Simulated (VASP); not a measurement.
Wanted: the native input for a VASP 6.6.1 run.

```yaml
Task: single point
Functional: PBEsol
Potentials_or_basis: VASP PAW PBE potentials, release 64 (Ag)
Cutoff: 520 eV
k_mesh: 15 × 15 × 15
Occupations: fermi-dirac, width 0.03 eV
Spin: no spin polarisation
Dipole_correction: no
Further_INCAR_settings: ALGO = Normal; EDIFF = 1e-06; NBANDS = 12
```

The structure of Ag lies in POSCAR:

```
Ag
1.0
    0.0000000000      2.0831709575      2.0831709575
    2.0831709575      0.0000000000      2.0831709575
    2.0831709575      2.0831709575      0.0000000000
Ag
1
Direct
    0.0000000000      0.0000000000      0.0000000000
```

This cell differs from its parent crystal: volume scaled by 1.06.

The input as run:

INCAR

```
PREC = Accurate
ENCUT = 520
EDIFF = 1E-6
ISMEAR = -1
SIGMA = 0.03
LREAL = False
LASPH = True
NELM = 100
ALGO = Normal
ISIF = 2
LWAVE = False
LCHARG = False
GGA = PS
NBANDS = 12
```

KPOINTS

```
Automatic mesh
0
Gamma
  15 15 15
```

Potentials or basis: VASP PAW PBE potentials, release 64 (Ag).

The run is started by

```sh
$ cat potpaw_PBE.64/Ag/POTCAR > POTCAR
$ mpirun -np 1 vasp_std > vasp.out
```

It gave:

```yaml
Pressure: -7.9 GPa
```

Caveat: the PAW data sets were made with another functional, which shifts forces and pressure a little.

Wall time 14 s on 1 thread of Intel Xeon 6975P-C, on a shared host, peak memory 0.16 GiB.
